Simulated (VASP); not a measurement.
# Si24C23 (a cell with a defect) in VASP: a series of runs, part 2 of 2

VASP 6.6.1. Earlier steps stand in the parts before.

### 3 Single point, PBE

Input file INCAR:

```
PREC = Accurate
ENCUT = 520
EDIFF = 1E-6
ISMEAR = 0
SIGMA = 0.01
LREAL = Auto
LASPH = T
NELM = 80
ALGO = Normal
ISIF = 2
LWAVE = F
LCHARG = F
GGA = PE
NELECT = 186.0
NBANDS = 123
```

Input file KPOINTS:

```
regular mesh
0
Gamma
  2 2 2
```

Input file POSCAR:

```
Si24C23
1.0
   -6.1838730361      0.0000000000     -5.0742922873
    3.0919365181      5.3553911431     -5.0742922873
    3.0919365181     -5.3553911431     -5.0742922873
Si C
24 23
Direct
    0.6775779035      0.3442445702      0.5109112368
    0.3330231089     -0.0003102244      0.1663564422
    0.5018490318      0.1651829129      0.8338050215
    0.0004716882      0.1685156985      0.3318495796
    0.4985162463      0.6671383548      0.3351823651
    0.1655490773      0.3342482410      0.0000923522
    0.8339132959     -0.0008582159      0.6678604891
    0.6675815743      0.8334256855     -0.0011175894
    0.3324751175      0.5011938224      0.6672466292
    0.1667590188      0.8322157439      0.5009149077
    0.8345271557      0.5005799625      0.1658084508
    0.0005287921      0.6671954588      0.8338621254
    0.3228513371      0.1642008228      0.5060719758
   -0.0001010198      0.8321660488      0.1662499138
    0.1654993822     -0.0004167528      0.8332323135
    0.6727386424     -0.0104819962      0.3308674895
    0.1653227935      0.5005008806      0.3324538873
    0.8338342140      0.1657872206     -0.0013438731
    0.4991205540      0.8319894602      0.6671675473
    0.3329165805      0.6665656469     -0.0011672845
    0.0008327019      0.3334437957      0.6681458292
    0.8348124959      0.6674993685      0.5001104623
    0.4975341562      0.3394053091      0.1561846704
    0.6667771290      0.5014791625      0.8341660352
    0.2085176815      0.8751843481      0.0418510148
    0.3769767217      0.0417574573      0.7074148974
    0.8740815641      0.0436433883      0.2084241240
    0.3750907907      0.5407482307      0.2103100550
    0.0418056078      0.2077661182      0.8746495273
    0.7064882127      0.8765759012      0.5420317771
    0.5410994515      0.7079828607      0.8751389411
    0.2099092346      0.3753651104      0.5398215460
    0.0413161940      0.7084722744      0.3744327849
    0.7086984437      0.3731548793      0.0432425679
    0.8747786375      0.5414453042      0.7081119708
    0.5397483209      0.3736719803      0.7080911431
    0.2089627403      0.0417401383      0.3744383310
    0.3750734716      0.2077716643      0.0422960736
    0.8747578098      0.2064149875      0.5403386470
    0.3743729944      0.7078443496      0.5418379023
    0.0411776829      0.3751712356      0.2077063277
    0.7085045690      0.0410396610      0.8745110162
    0.5411049977      0.8756294069      0.2084068049
    0.2080756639      0.5411400754      0.8748756082
    0.0415422748      0.8747423306      0.7078067421
    0.7070053136      0.5414244765      0.3730816542
    0.8744734087      0.7082089415      0.0414089972
```

Potentials or basis: VASP PAW PBE potentials, release 64 (Si, C).

Command:

```sh
$ cat potpaw_PBE.64/Si/POTCAR potpaw_PBE.64/C/POTCAR > POTCAR
$ mpirun -np 1 vasp_std > vasp.out
```

OUTCAR:

```text
PREC = Accurate
   ENCUT = 520
   EDIFF = 1E-6
   ISMEAR = 0
   LREAL = Auto
   LASPH = T
   NELM = 80
   ISIF = 2
   GGA = PE
   NELECT = 186.0

 ion  position               nearest neighbor table
   1  0.678  0.344  0.511-  36 1.85  46 1.85  39 1.85  22 2.98  24 2.98  21 2.98   5 3.10   4 3.10
                             3 3.10  11 3.11   9 3.11   7 3.11
   2  0.333  1.000  0.166-  38 1.89  37 1.89  43 1.89  25 1.90   3 3.09   4 3.09   5 3.09   6 3.10
                             8 3.10  10 3.10  15 3.10  20 3.10  14 3.10  16 3.13  23 3.13  13 3.13
   3  0.502  0.165  0.834-  42 1.88  36 1.89  26 1.90  38 1.90  23 3.05   8 3.07   7 3.08  18 3.09
                             2 3.09   1 3.10  19 3.10  13 3.12   6 3.12   9 3.12  24 3.12  15 3.12
   4  0.000  0.169  0.332-  41 1.88  39 1.89  27 1.90  37 1.90  13 3.05   6 3.07  11 3.08  17 3.09
                             2 3.09   1 3.10  18 3.10  16 3.12  10 3.12   7 3.12  21 3.12  14 3.12
   5  0.499  0.667  0.335-  40 1.88  46 1.89  28 1.90  43 1.90  16 3.05  10 3.07   9 3.08  19 3.09
                             2 3.09   1 3.10  17 3.10  23 3.12   8 3.12  11 3.12  22 3.12  20 3.12
   6  0.166  0.334  0.000-  41 1.89  44 1.89  29 1.91  38 1.91  23 3.06  11 3.07   4 3.07  12 3.08
                            21 3.08   9 3.09  17 3.09  20 3.10  18 3.10   2 3.10  15 3.11   3 3.12
   7  0.834  0.999  0.668-  45 1.88  42 1.88  39 1.89  30 1.91   8 3.07   3 3.08  12 3.08  18 3.08
                            15 3.08  10 3.09  22 3.09   1 3.11  21 3.11  19 3.12   4 3.12  16 3.12
   8  0.668  0.833  0.999-  42 1.89  47 1.89  31 1.91  43 1.91  16 3.06   7 3.07   3 3.07  12 3.08
                            24 3.08  11 3.09  18 3.09  14 3.10  19 3.10   2 3.10  20 3.11   5 3.12
   9  0.332  0.501  0.667-  44 1.88  40 1.88  36 1.89  32 1.91  10 3.07   5 3.08  12 3.08  19 3.08
[... 52 lines left out ...]
  46  0.707  0.541  0.373-   1 1.85   5 1.89  11 1.89  22 1.93
  47  0.874  0.708  0.041-  11 1.88   8 1.89  12 1.89  14 1.90

  LATTYP: Found a trigonal (rhomboedric) cell.
 ALAT       =     7.9992954654
 COS(alpha) =     0.1035854215

  Lattice vectors:

 A1 = (  -6.1838730361,   0.0000000000,  -5.0742922873)
 A2 = (   3.0919365181,   5.3553911431,  -5.0742922873)
 A3 = (   3.0919365181,  -5.3553911431,  -5.0742922873)

Analysis of symmetry for initial positions (statically):
=====================================================================
 Subroutine PRICEL returns:
 Original cell was already a primitive cell.

 Routine SETGRP: Setting up the symmetry group for a
 trigonal (rhombohedral) supercell.

 Subroutine GETGRP returns: Found  3 space group operations
 (whereof  1 operations were pure point group operations)
 out of a pool of 12 trial point group operations.

The static configuration has the point symmetry C_1 .
 The point group associated with its full space group is C_3 .

Analysis of symmetry for dynamics (positions and initial velocities):
=====================================================================
 Subroutine PRICEL returns:
 Original cell was already a primitive cell.

 Routine SETGRP: Setting up the symmetry group for a
 trigonal (rhombohedral) supercell.

 Subroutine GETGRP returns: Found  3 space group operations
 (whereof  1 operations were pure point group operations)
 out of a pool of 12 trial point group operations.

The dynamic configuration has the point symmetry C_1 .
 The point group associated with its full space group is C_3 .

 Subroutine INISYM returns: Found  3 space group operations
[... 149 lines left out ...]
   number of dos      NEDOS =    301   number of ions     NIONS =     47
   total plane-waves  NPLWV = 216000
   dimension x,y,z NGX =    60 NGY =   60 NGZ =   60
   dimension x,y,z NGXF=   120 NGYF=  120 NGZF=  120
   ions per type =              24  23
   NGX,Y,Z   is equivalent  to a cutoff of  12.47, 12.47, 12.47 a.u.
   NGXF,Y,Z  is equivalent  to a cutoff of  24.94, 24.94, 24.94 a.u.
 SYSTEM =  unknown system
   PREC   = accura    normal or accurate (medium, high low for compatibility)
   ISTART =      0    job   : 0-new  1-cont  2-samecut
   ICHARG =      2    charge: 1-file 2-atom 10-const
   ISPIN  =      1    spin polarized calculation?
   LNONCOLLINEAR =      F non collinear calculations
   LSORBIT =      F    spin-orbit coupling
   LASPH  =      T    aspherical Exc in radial PAW
   ENCUT  =  520.0 eV  38.22 Ry    6.18 a.u.  14.87 14.87 14.87*2*pi/ulx,y,z
   NELM   =     80;   NELMIN=  2; NELMDL= -5     # of ELM steps
   EDIFF  = 0.1E-05   stopping-criterion for ELM
   LREAL  =      T    real-space projection
   EDIFFG = 0.1E-04   stopping-criterion for IOM
   NSW    =      0    number of steps for IOM
   IBRION =     -1    ionic relax: 0-MD 1-quasi-New 2-CG
   NFREE  =      0    steps in history (QN), initial steepest desc. (CG)
   ISIF   =      2    stress and relaxation
   ISYM   =      2    0-nonsym 1-usesym 2-fastsym
   POTIM  = 0.5000    time-step for ionic-motion
   TEBEG  =    0.0;   TEEND  =   0.0 temperature during run
   PSTRESS=    0.0 pullay stress
   NELECT =     186.0000    total number of electrons
   NUPDOWN=      -1.0000    fix difference up-down
   EMIN   =  10.00;   EMAX   =-10.00  energy-range for DOS
   EFERMI =   0.00;   METHOD = LEGACY
   ISMEAR =     0;   SIGMA  =   0.01  broadening in eV -4-tet -1-fermi 0-gaus
   EFERMI_NEDOS =   21; number of points for ismear=-14 and -15
   IALGO  =     38    algorithm
   IMIX   =      4    mixing-type and parameters
     AMIX     =   0.40;   BMIX     =  1.00
     AMIX_MAG =   1.60;   BMIX_MAG =  1.00
  volume/ion in A,a.u.               =      10.73        72.38
  Fermi-wavevector in a.u.,A,eV,Ry     =   1.174166  2.218853 18.757900  1.378667
  Thomas-Fermi vector in A             =   2.310568
   LORBIT       =      0    0 simple, 1 ext, 2 COOP (PROOUT), +10 PAW based schemes
   GGA     = PE    functional components
   LHFCALC =     F    Hartree Fock is set to
   AEXX    =    0.0000 exact exchange contribution
   IVDW    =     0    specifies the selected vdW correction
   LEPSILON=     F    determine dielectric tensor
   LRPA    =     F    only Hartree local field effects (RPA)
 non-spin polarized calculation
 Gauss-broadening in eV      SIGMA  =   0.01
  energy-cutoff  :      520.00
  volume of cell :      504.14
 maximum number of plane-waves:     13596
 NGX is ok and might be reduce to    60
   NGX = 29   NGY = 29   NGZ = 29

 number of electron     185.9999984 magnetization

 Free energy of the ion-electron system (eV)
  ---------------------------------------------------
  ext. energy  EPLUGINS =         0.00000000
  ---------------------------------------------------
  free energy    TOTEN  =      -366.51185261 eV

  energy without entropy =     -366.51185261  energy(sigma->0) =     -366.51185261

 E-fermi :   7.7138     XC(G=0): -11.1623

 val. band max:        7.6420550509   @ k =   0.0000   0.0000   0.0000
 cond. band min:       9.6496221129   @ k =   0.5000   0.0000   0.0000
 fundamental gap:      2.0075670620
 Fermi energy:         7.7137886238

 k-point     1 :       0.0000    0.0000    0.0000
  band No.  band energies     occupation
      1      -7.4128      2.00000
      2      -5.6361      2.00000
      3      -5.6142      2.00000
      4      -5.6142      2.00000
      5      -5.5559      2.00000
      6      -5.5559      2.00000
[... 421 lines left out ...]
    104      11.6822      0.00000
    105      13.0989      0.00000
 [bands above 105 left out]

------------------------ aborting loop because EDIFF is reached ----------------------------------------

  FORCE on cell =-STRESS in cart. coord.  units (eV):
  Direction    XX          YY          ZZ          XY          YZ          ZX
  --------------------------------------------------------------------------------------
  -------------------------------------------------------------------------------------
  Total      -22.8234070    -22.8234070    -23.0399505      0.0000000      0.0000000      0.0000000
  in kB      -72.5341561    -72.5341561    -73.2223442      0.0000000      0.0000000      0.0000000
  external PRESSURE =     -72.7635521 kB  Pullay stress =       0.0000000 kB

 VOLUME and BASIS-vectors are now :
 -----------------------------------------------------------------------------
  energy-cutoff  :      520.00
  volume of cell :      504.14
      direct lattice vectors                 reciprocal lattice vectors
    -6.183873036  0.000000000 -5.074292287    -0.107807302  0.000000000 -0.065690606
     3.091936518  5.355391143 -5.074292287     0.053903651  0.093363862 -0.065690606
     3.091936518 -5.355391143 -5.074292287     0.053903651 -0.093363862 -0.065690606

 POSITION                                       TOTAL-FORCE (eV/Angst)
 -----------------------------------------------------------------------------------
     -1.54597     -0.89257     -7.77754         0.000000     -0.000000     -0.017150
      1.54597      4.46283     -7.60672         0.000000     -0.000000     -0.000817
     -0.01456     -3.58073     -7.61569         0.001607     -0.008727      0.000524
      1.54418     -0.87472     -2.54139        -0.008361      0.002971      0.000524
      0.01635      1.77775     -7.61569         0.006754      0.005755      0.000524
      0.01003      1.78954     -2.53659         0.000788      0.001818      0.000215
[... 39 lines left out ...]
     -1.54444      0.90154     -8.22802         0.003545      0.012192      0.009360
     -3.08986      3.57097     -8.24111         0.003659     -0.000156     -0.004564
 -----------------------------------------------------------------------------------
    total drift:                               -0.000001      0.000003     -0.061556

  FREE ENERGIE OF THE ION-ELECTRON SYSTEM (eV)
  ---------------------------------------------------
  free  energy   TOTEN  =      -366.5118526068 eV

  energy  without entropy=     -366.5118526068  energy(sigma->0) =     -366.51185261
```

Run time: 7.5 min. Hardware: 1 thread of Intel Xeon 6975P-C, shared host; peak memory 0.54 GiB.

What came out:

```
Free energy   : -366.5119 eV
Largest force : 0.017 eV/Å
```

Forces in eV/Å, atoms in the order of the input:
```
Si   0.000  0.000 -0.017
Si   0.000  0.000 -0.001
Si   0.002 -0.009  0.001
Si  -0.008  0.003  0.001
Si   0.007  0.006  0.001
Si   0.001  0.002  0.000
Si  -0.002 -0.010 -0.001
Si  -0.002  0.000  0.000
Si   0.010  0.003 -0.001
Si   0.001 -0.002  0.000
Si  -0.008  0.007 -0.001
Si   0.000  0.000 -0.008
Si  -0.002  0.002  0.012
Si  -0.002 -0.004  0.004
Si   0.004  0.000  0.004
Si   0.003  0.001  0.012
Si   0.001  0.002  0.002
Si  -0.003 -0.001  0.002
Si   0.002 -0.002  0.002
Si  -0.002  0.003  0.004
Si  -0.003 -0.006 -0.004
Si  -0.004  0.005 -0.004
Si   0.000 -0.003  0.012
Si   0.006  0.001 -0.004
C    0.000  0.000  0.006
C   -0.001 -0.004 -0.006
C   -0.003  0.003 -0.006
C    0.004  0.001 -0.006
C    0.004 -0.002 -0.003
C    0.006 -0.002 -0.004
C    0.000  0.004 -0.003
C   -0.001  0.006 -0.004
C   -0.003 -0.002 -0.003
C   -0.005 -0.004 -0.004
C    0.000  0.000 -0.006
C    0.009 -0.009  0.009
C    0.004 -0.003  0.007
C    0.001  0.005  0.007
C   -0.012 -0.003  0.009
C   -0.001 -0.001 -0.004
C    0.002 -0.001 -0.004
C    0.000  0.002 -0.004
C   -0.005 -0.002  0.007
C   -0.002 -0.003 -0.005
C   -0.002  0.003 -0.005
C    0.004  0.012  0.009
C    0.004  0.000 -0.005
```

Caveat: the cell carries a net charge on a neutralising background, which shifts energy and pressure; the cell is charged against a uniform background, so pressure and absolute levels hang on convention.
